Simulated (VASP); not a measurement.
Write the native input for VASP 6.6.1 that does the following.

```
Task                   : relaxation of cell and atoms
Functional             : PBEsol
Dispersion             : D3(BJ)
Potentials or basis    : VASP PAW PBE potentials, release 64 (Ir)
Cutoff                 : 600 eV
k mesh                 : 14 × 14 × 8
Occupations            : methfessel-paxton, width 0.1 eV
Spin                   : no spin polarisation
Dipole correction      : no
Further INCAR settings : ALGO = Normal; EDIFF = 1e-06; IBRION = 2; EDIFFG = -0.05; NSW = 80; ISIF = 3
```

The structure of Ir lies in POSCAR:

```
Ir
1.0
    2.7513780000      0.0000000000      0.0000000000
   -1.3756890000      2.3827630000      0.0000000000
    0.0000000000      0.0000000000      4.4622900000
Ir
2
Direct
    0.6666666667      0.3333333333      0.7500000000
    0.3333333333      0.6666666667      0.2500000000
```

This isn't the form of Ir at room conditions, which is fcc.

These files were run (other wordings do the same):

INCAR

```
SYSTEM = Ir
  ALGO = Normal
  EDIFF = 1E-6
  EDIFFG = -0.05
  ENCUT = 600
  GGA = PS
  IBRION = 2
  ISIF = 3
  ISMEAR = 1
  IVDW = 12
  LASPH = .TRUE.
  LCHARG = .FALSE.
  LREAL = .FALSE.
  LWAVE = .FALSE.
  NELM = 100
  NSW = 80
  PREC = Accurate
  SIGMA = 0.1
```

KPOINTS

```
k-points
0
G
  14 14 8
  0 0 0
```

Potentials or basis: VASP PAW PBE potentials, release 64 (Ir).

Command:

```bash
$ cat potpaw_PBE.64/Ir/POTCAR > POTCAR
$ mpirun -np 1 vasp_std > vasp.out
```

It gave:

```yaml
Relaxed_volume: 13.86 Å³/atom
Relaxed_cell: a = 2.703 Å, b = 2.703 Å, c = 4.382 Å, α = 90.00°, β = 90.00°, γ = 120.00°
Space_group_after_relaxing_to_0.1_Å: P6_3/mmc (No. 194)
Pressure_after_relaxing: 0.0 GPa
Band_gap_on_the_k_mesh: zero (bands 9 and 10 overlap by 3.49 eV)
Dispersion_energy_per_atom: -0.730 eV
```

Caveat: the PAW data sets were made with another functional, which shifts forces and pressure a little; spin-orbit coupling is left out, which moves the levels of the heavy elements.

It took 79 s on 1 thread of Intel(R) Xeon(R) Platinum 8488C (Sapphire Rapids), on a shared host, peak memory 0.23 GiB.
